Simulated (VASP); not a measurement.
# AlN (P6_3mc) in VASP: further runs

The runs below take AlN through single point, with PBEsol, PBE.

All numbers are computed with VASP 6.6.1; they aren't measurements. Logs are shortened: lines on timing, memory, paths and dates and some standing lists are left out, and cuts for length are marked.

**What was measured.**

From “Structural and optical properties of self-assembled AlN nanowires grown on SiO2/Si substrates by molecular beam epitaxy”, 2024, arxiv:2402.00216, for a bulk crystal of AlN at 0 K: band gap 6.0343 eV (an exciton energy, a little under the gap).

How close the calculation comes is told below.

## 1. The cell of the first run

The structure is hexagonal, space group P6_3mc (No. 186). The conventional cell has a = 3.114 Å, b = 3.114 Å, c = 4.983 Å, α = 90.00°, β = 90.00°, γ = 120.00°. Al (site symmetry 3m) has 4 N at 1.89 to 1.90 Å within 2.5 Å. N (site symmetry 3m) has 4 Al at 1.89 to 1.90 Å within 2.5 Å.

## 2. Single point, PBEsol

INCAR

```
PREC = Accurate ; ENCUT = 600
EDIFF = 1E-6 ; ISMEAR = -1
SIGMA = 0.02 ; LREAL = False
LASPH = True ; NELM = 120
ALGO = Normal ; ISIF = 2
LWAVE = False ; LCHARG = False
GGA = PS ; NBANDS = 16
GGA_COMPAT = False
```

KPOINTS

```
regular mesh
0
Gamma
  12 12 6
```

POSCAR

```
AlN
1.0
    3.1135892658      0.0000000000      0.0000000000
   -1.5567946329      2.6964474012      0.0000000000
    0.0000000000      0.0000000000      4.9831254602
Al N
2 2
Direct
    0.3333333333      0.6666666667     -0.0009954616
    0.6666666667      0.3333333333      0.4990045384
    0.3333333333      0.6666666667      0.3809954616
    0.6666666667      0.3333333333      0.8809954616
```

Potentials or basis: VASP PAW PBE potentials, release 64 (Al, N).

Launch:

```sh
> cat potpaw_PBE.64/Al/POTCAR potpaw_PBE.64/N/POTCAR > POTCAR
> mpirun -np 1 vasp_std > vasp.out
```

OUTCAR:

```text
PREC = Accurate
   ENCUT = 600
   EDIFF = 1E-6
   ISMEAR = -1
   LREAL = False
   LASPH = True
   NELM = 120
   ISIF = 2
   GGA = PS

 ion  position               nearest neighbor table
   1  0.333  0.667  0.999-   4 1.89   4 1.89   4 1.89   3 1.90   2 3.07   2 3.07   2 3.07   2 3.07
                             2 3.07   2 3.07
   2  0.667  0.333  0.499-   3 1.89   3 1.89   3 1.89   4 1.90   1 3.07   1 3.07   1 3.07   1 3.07
                             1 3.07   1 3.07
   3  0.333  0.667  0.381-   2 1.89   2 1.89   2 1.89   1 1.90
   4  0.667  0.333  0.881-   1 1.89   1 1.89   1 1.89   2 1.90

  LATTYP: Found a hexagonal cell.
 ALAT       =     3.1135892658
 C/A-ratio  =     1.6004440646

  Lattice vectors:

 A1 = (   3.1135892658,   0.0000000000,   0.0000000000)
 A2 = (  -1.5567946329,   2.6964474012,   0.0000000000)
 A3 = (   0.0000000000,   0.0000000000,   4.9831254602)

Analysis of symmetry for initial positions (statically):
=====================================================================
 Subroutine PRICEL returns:
 Original cell was already a primitive cell.

 Routine SETGRP: Setting up the symmetry group for a
 hexagonal supercell.

 Subroutine GETGRP returns: Found 12 space group operations
 (whereof  6 operations were pure point group operations)
 out of a pool of 24 trial point group operations.

The static configuration has the point symmetry C_3v.
 The point group associated with its full space group is C_6v.

Analysis of symmetry for dynamics (positions and initial velocities):
=====================================================================
 Subroutine PRICEL returns:
 Original cell was already a primitive cell.

 Routine SETGRP: Setting up the symmetry group for a
 hexagonal supercell.

 Subroutine GETGRP returns: Found 12 space group operations
 (whereof  6 operations were pure point group operations)
 out of a pool of 24 trial point group operations.

The dynamic configuration has the point symmetry C_3v.
 The point group associated with its full space group is C_6v.

 Subroutine INISYM returns: Found 12 space group operations
 (whereof  6 operations are pure point group operations),
 and found     1 'primitive' translations

----------------------------------------------------------------------------------------

                                     Primitive cell

  volume of cell :      41.8365

  direct lattice vectors                    reciprocal lattice vectors
     3.113589266  0.000000000  0.000000000     0.321172741  0.185429169  0.000000000
    -1.556794633  2.696447401  0.000000000     0.000000000  0.370858337  0.000000000
     0.000000000  0.000000000  4.983125460     0.000000000  0.000000000  0.200677267

  length of vectors
     3.113589266  3.113589266  4.983125460     0.370858337  0.370858337  0.200677267

  position of ions in fractional coordinates (direct lattice)
     0.333333333  0.666666667  0.999004538
     0.666666667  0.333333333  0.499004538
     0.333333333  0.666666667  0.380995462
     0.666666667  0.333333333  0.880995462

  ion indices of the primitive-cell ions
   primitive index   ion index
                 1           1
                 2           2
                 3           3
                 4           4

----------------------------------------------------------------------------------------

 KPOINTS: regular mesh

Automatic generation of k-mesh.
 Grid dimensions read from file:
 generate k-points for:   12   12    6

 Generating k-lattice:

  Cartesian coordinates                     Fractional coordinates (reciprocal lattice)
     0.026764395  0.015452431  0.000000000     0.083333333  0.000000000  0.000000000
     0.000000000  0.030904861  0.000000000     0.000000000  0.083333333  0.000000000
     0.000000000  0.000000000  0.033446211     0.000000000  0.000000000  0.166666667

  Length of vectors
     0.030904861  0.030904861  0.033446211

  Shift w.r.t. Gamma in fractional coordinates (k-lattice)
     0.000000000  0.000000000  0.000000000

 Subroutine IBZKPT returns following result:
 ===========================================

 Found     76 irreducible k-points:

 Following reciprocal coordinates:
            Coordinates               Weight
  0.000000  0.000000  0.000000      1.000000
  0.083333  0.000000  0.000000      6.000000
  0.166667 -0.000000  0.000000      6.000000
  0.250000  0.000000  0.000000      6.000000
  0.333333 -0.000000  0.000000      6.000000
  0.416667 -0.000000  0.000000      6.000000
[... 16 lines left out ...]
  0.250000  0.000000  0.166667     12.000000
  0.333333 -0.000000  0.166667     12.000000
 [... further k-points ...]
   k-points           NKPTS =     76   k-points in BZ     NKDIM =     76   number of bands    NBANDS=     16
   number of dos      NEDOS =    301   number of ions     NIONS =      4
   total plane-waves  NPLWV =  31360
   dimension x,y,z NGX =    28 NGY =   28 NGZ =   40
   dimension x,y,z NGXF=    56 NGYF=   56 NGZF=   80
   ions per type =               2   2
   NGX,Y,Z   is equivalent  to a cutoff of  14.95, 14.95, 13.34 a.u.
   NGXF,Y,Z  is equivalent  to a cutoff of  29.90, 29.90, 26.69 a.u.
 SYSTEM =  unknown system
   PREC   = accura    normal or accurate (medium, high low for compatibility)
   ISTART =      0    job   : 0-new  1-cont  2-samecut
   ICHARG =      2    charge: 1-file 2-atom 10-const
   ISPIN  =      1    spin polarized calculation?
   LNONCOLLINEAR =      F non collinear calculations
   LSORBIT =      F    spin-orbit coupling
   LASPH  =      T    aspherical Exc in radial PAW
   ENCUT  =  600.0 eV  44.10 Ry    6.64 a.u.   6.22  6.22  9.95*2*pi/ulx,y,z
   NELM   =    120;   NELMIN=  2; NELMDL= -5     # of ELM steps
   EDIFF  = 0.1E-05   stopping-criterion for ELM
   LREAL  =      F    real-space projection
   EDIFFG = 0.1E-04   stopping-criterion for IOM
   NSW    =      0    number of steps for IOM
   IBRION =     -1    ionic relax: 0-MD 1-quasi-New 2-CG
   NFREE  =      0    steps in history (QN), initial steepest desc. (CG)
   ISIF   =      2    stress and relaxation
   ISYM   =      2    0-nonsym 1-usesym 2-fastsym
   POTIM  = 0.5000    time-step for ionic-motion
   TEBEG  =    0.0;   TEEND  =   0.0 temperature during run
   PSTRESS=    0.0 pullay stress
   NELECT =      16.0000    total number of electrons
   NUPDOWN=      -1.0000    fix difference up-down
   EMIN   =  10.00;   EMAX   =-10.00  energy-range for DOS
   EFERMI =   0.00;   METHOD = LEGACY
   ISMEAR =    -1;   SIGMA  =   0.02  broadening in eV -4-tet -1-fermi 0-gaus
   EFERMI_NEDOS =   21; number of points for ismear=-14 and -15
   IALGO  =     38    algorithm
   IMIX   =      4    mixing-type and parameters
     AMIX     =   0.40;   BMIX     =  1.00
     AMIX_MAG =   1.60;   BMIX_MAG =  1.00
  volume/ion in A,a.u.               =      10.46        70.58
  Fermi-wavevector in a.u.,A,eV,Ry     =   1.188310  2.245581 19.212527  1.412081
  Thomas-Fermi vector in A             =   2.324442
   LORBIT       =      0    0 simple, 1 ext, 2 COOP (PROOUT), +10 PAW based schemes
   GGA     = PS    functional components
   LHFCALC =     F    Hartree Fock is set to
   AEXX    =    0.0000 exact exchange contribution
   IVDW    =     0    specifies the selected vdW correction
   LEPSILON=     F    determine dielectric tensor
   LRPA    =     F    only Hartree local field effects (RPA)
 non-spin polarized calculation
  energy-cutoff  :      600.00
  volume of cell :       41.84
 maximum number of plane-waves:      1412
 NGX is ok and might be reduce to    28
   NGX = 13   NGY = 13   NGZ = 19

 number of electron      15.9999999 magnetization

 Free energy of the ion-electron system (eV)
  ---------------------------------------------------
  ext. energy  EPLUGINS =         0.00000000
  ---------------------------------------------------
  free energy    TOTEN  =       -31.31572721 eV

  energy without entropy =      -31.31572721  energy(sigma->0) =      -31.31572721

 E-fermi :   6.4820     XC(G=0): -11.1005

 val. band max:        6.0533384361   @ k =   0.0000   0.0000   0.0000
 cond. band min:      10.1658798032   @ k =   0.0000   0.0000   0.0000
 fundamental gap:      4.1125413671
 Fermi energy:         6.4819717999

 k-point     1 :       0.0000    0.0000    0.0000
  band No.  band energies     occupation
      1      -9.1105      2.00000
      2      -6.9300      2.00000
      3       0.0014      2.00000
      4       5.1745      2.00000
      5       5.1745      2.00000
      6       5.8289      2.00000
[... 8 lines left out ...]
     15      19.0742      0.00000
     16      19.0742      0.00000

 k-point     2 :       0.0833    0.0000    0.0000
  band No.  band energies     occupation
      1      -9.0211      2.00000
      2      -6.8792      2.00000
      3       0.1073      2.00000
      4       4.7570      2.00000
      5       5.0561      2.00000
      6       5.4116      2.00000
[... 8 lines left out ...]
     15      19.1145      0.00000
     16      19.1469      0.00000

 k-point     3 :       0.1667   -0.0000    0.0000
  band No.  band energies     occupation
      1      -8.7604      2.00000
      2      -6.7401      2.00000
      3       0.4197      2.00000
      4       3.7411      2.00000
      5       4.5316      2.00000
      6       4.7787      2.00000
[... 8 lines left out ...]
     15      18.2933      0.00000
     16      18.7146      0.00000

 k-point     4 :       0.2500    0.0000    0.0000
  band No.  band energies     occupation
      1      -8.3541      2.00000
      2      -6.5559      2.00000
      3       0.9205      2.00000
      4       2.5583      2.00000
      5       3.5647      2.00000
      6       4.4608      2.00000
[... 8 lines left out ...]
     15      18.0524      0.00000
     16      19.2007      0.00000
[... 324 lines left out ...]
 k-point    22 :       0.1667   -0.0000    0.1667
  band No.  band energies     occupation
      1      -8.6580      2.00000
      2      -6.9288      2.00000
      3       0.7253      2.00000
      4       3.8086      2.00000
      5       4.3001      2.00000
      6       4.8363      2.00000
[... 8 lines left out ...]
     15      18.4343      0.00000
     16      18.8486      0.00000

 k-point    23 :       0.2500    0.0000    0.1667
  band No.  band energies     occupation
      1      -8.2588      2.00000
      2      -6.7139      2.00000
      3       1.0700      2.00000
      4       2.7235      2.00000
      5       3.3853      2.00000
      6       4.5276      2.00000
[... 8 lines left out ...]
     15      18.3043      0.00000
     16      19.2679      0.00000

 k-point    24 :       0.3333   -0.0000    0.1667
  band No.  band energies     occupation
      1      -7.7712      2.00000
      2      -6.5174      2.00000
      3       1.0946      2.00000
      4       2.0720      2.00000
      5       2.6830      2.00000
      6       4.2581      2.00000
[... 8 lines left out ...]
     15      18.3620      0.00000
     16      20.2176      0.00000

 [... further k-points ...]

------------------------ aborting loop because EDIFF is reached ----------------------------------------

  FORCE on cell =-STRESS in cart. coord.  units (eV):
  Direction    XX          YY          ZZ          XY          YZ          ZX
  --------------------------------------------------------------------------------------
  -------------------------------------------------------------------------------------
  Total       -0.0408083     -0.0408083     -0.0383799      0.0000000     -0.0000000      0.0000000
  in kB       -1.5628017     -1.5628017     -1.4698053      0.0000000     -0.0000000      0.0000000
  external PRESSURE =      -1.5318029 kB  Pullay stress =       0.0000000 kB

 VOLUME and BASIS-vectors are now :
 -----------------------------------------------------------------------------
  energy-cutoff  :      600.00
  volume of cell :       41.84
      direct lattice vectors                 reciprocal lattice vectors
     3.113589266  0.000000000  0.000000000     0.321172741  0.185429169  0.000000000
    -1.556794633  2.696447401  0.000000000     0.000000000  0.370858337  0.000000000
     0.000000000  0.000000000  4.983125460     0.000000000  0.000000000  0.200677267

 POSITION                                       TOTAL-FORCE (eV/Angst)
 -----------------------------------------------------------------------------------
     -0.00000      1.79763      4.97816        -0.000000     -0.000000     -0.000290
      1.55679      0.89882      2.48660        -0.000000      0.000000     -0.000290
     -0.00000      1.79763      1.89855        -0.000000      0.000000      0.000290
      1.55679      0.89882      4.39011         0.000000      0.000000      0.000290
 -----------------------------------------------------------------------------------
    total drift:                               -0.000000      0.000000      0.000555

  FREE ENERGIE OF THE ION-ELECTRON SYSTEM (eV)
  ---------------------------------------------------
  free  energy   TOTEN  =       -31.3157272132 eV

  energy  without entropy=      -31.3157272132  energy(sigma->0) =      -31.31572721
```

Wall time 21 s (1 thread of Intel Xeon 6975P-C (Granite Rapids), shared host); peak memory 0.2 GiB.

What came out:

```
Free energy            : -31.3157 eV
Pressure               : -0.2 GPa
Band gap on the k mesh : 4.11 eV, direct
```

Caveat: the PAW data sets were made with another functional, which shifts forces and pressure a little.

## 3. Single point, PBE

This run uses another cell than the first one, of 10.64 Å³/atom, 1.017 times its volume.

INCAR

```
SYSTEM = AlN
  ALGO = Normal
  EDIFF = 1E-6
  ENCUT = 600
  GGA = PE
  GGA_COMPAT = .FALSE.
  ISIF = 2
  ISMEAR = -1
  LASPH = .TRUE.
  LCHARG = .FALSE.
  LREAL = .FALSE.
  LWAVE = .FALSE.
  NBANDS = 16
  NELM = 120
  PREC = Accurate
  SIGMA = 0.02
```

KPOINTS

```
k-points
0
G
  12 12 6
  0 0 0
```

POSCAR

```
AlN
1.0
    3.1297642920      0.0000000000      0.0000000000
   -1.5648821460      2.7104553847      0.0000000000
    0.0000000000      0.0000000000      5.0173570685
Al N
2 2
Direct
    0.3333333333      0.6666666667     -0.0007704551
    0.6666666667      0.3333333333      0.4992295449
    0.3333333333      0.6666666667      0.3807704551
    0.6666666667      0.3333333333      0.8807704551
```

Potentials or basis: VASP PAW PBE potentials, release 64 (Al, N).

Launch:

```sh
> cat potpaw_PBE.64/Al/POTCAR potpaw_PBE.64/N/POTCAR > POTCAR
> mpirun -np 1 vasp_std > vasp.out
```

Run time: 22 s. Hardware: 1 thread of Intel Xeon 6975P-C (Granite Rapids), shared host; peak memory 0.2 GiB.

It converged, with:

```yaml
Free_energy: -29.7836 eV
Pressure: -0.3 GPa
Band_gap_on_the_k_mesh: 4.05 eV, direct
```

Levels at points of the mesh, in eV from the valence-band top:
| k point | band 6 | band 7 | band 8 | band 9 | band 10 | band 11 |
| --- | --- | --- | --- | --- | --- | --- |
| (0.00, 0.00, 0.00) | -0.20 | -0.20 | 0.00 | 4.05 | 6.51 | 10.46 |
| (0.50, 0.00, 0.00) | -2.05 | -1.74 | -0.68 | 5.76 | 5.76 | 8.03 |
| (0.00, 0.00, 0.50) | -0.53 | -0.53 | -0.53 | 6.31 | 6.31 | 10.17 |
| (0.50, 0.00, 0.50) | -1.44 | -1.35 | -1.35 | 5.25 | 5.25 | 9.14 |

## 4. Against experiment

Step 2. Measured gap of AlN: 6.0343 eV (an exciton energy, a little under the gap; 0 K; quoted in “Structural and optical properties of self-assembled AlN nanowires grown on SiO2/Si substrates by molecular beam epitaxy”, 2024, arxiv:2402.00216). This calculation gives 4.11 eV (-1.92 eV). 2 values of this kind are on record (6.034 to 6.0343 eV); this one was drawn at random. The value is that of PBEsol on a finite k mesh, which can miss the band edges, without temperature or zero-point motion. Semilocal functionals fall short of measured gaps as a rule.

Step 3. A measured gap of AlN is 6.0343 eV (an exciton energy, a little under the gap; 0 K; quoted in “Structural and optical properties of self-assembled AlN nanowires grown on SiO2/Si substrates by molecular beam epitaxy”, 2024, arxiv:2402.00216); the calculated 4.05 eV misses it by -1.99 eV. 2 values of this kind are on record (6.034 to 6.0343 eV); this one was drawn at random. The value is that of PBE on a finite k mesh, which can miss the band edges, without temperature or zero-point motion. Semilocal functionals fall short of measured gaps as a rule.
